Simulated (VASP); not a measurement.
Here is a VASP 6.6.1 calculation.

File INCAR:

```
PREC = Accurate
ENCUT = 600
EDIFF = 1E-6
ISMEAR = -1
SIGMA = 0.1
LREAL = False
LASPH = True
NELM = 80
ALGO = Normal
ISIF = 3
LWAVE = False
LCHARG = False
GGA = PE
IBRION = 2
NSW = 32
EDIFFG = -0.005
PSTRESS = 0.41000000000000003
```

Contents of KPOINTS:

```
regular mesh
0
Gamma
  9 9 9
```

File POSCAR:

```
Si2Mo
1.0
    0.0000000000      2.9300369484      2.9300369484
    2.9300369484      0.0000000000      2.9300369484
    2.9300369484      2.9300369484      0.0000000000
Mo Si
1 2
Direct
    0.0000000000      0.0000000000      0.0000000000
    0.2500000000      0.2500000000      0.2500000000
    0.7500000000      0.7500000000      0.7500000000
```

Potentials or basis: VASP PAW PBE potentials, release 64 (Mo_sv, Si).

Run with:

```console
$ cat potpaw_PBE.64/Mo_sv/POTCAR potpaw_PBE.64/Si/POTCAR > POTCAR
$ mpirun -np 1 vasp_std > vasp.out
```

Q: Estimate the space group after relaxing (to 0.1 Å).

A: Fm-3m (No. 225).

Q: Predict the relaxed volume.

A: 16.78 Å³/atom.

Q: Estimate the band gap on the k mesh.

A: Zero (bands 11 and 12 overlap by 1.23 eV).

Final structure:
```yaml
crystal:
  lattice:
    - [0.00000, 2.93058, 2.93058]
    - [2.93058, 0.00000, 2.93058]
    - [2.93058, 2.93058, 0.00000]
  atoms:
    - { symbol: Mo, position: [0.00000, 0.00000, 0.00000] }
    - { symbol: Si, position: [0.25000, 0.25000, 0.25000] }
    - { symbol: Si, position: [0.75000, 0.75000, 0.75000] }
```

Caveat: the cell is relaxed towards a set pressure, so the run minimises the enthalpy, not the energy.
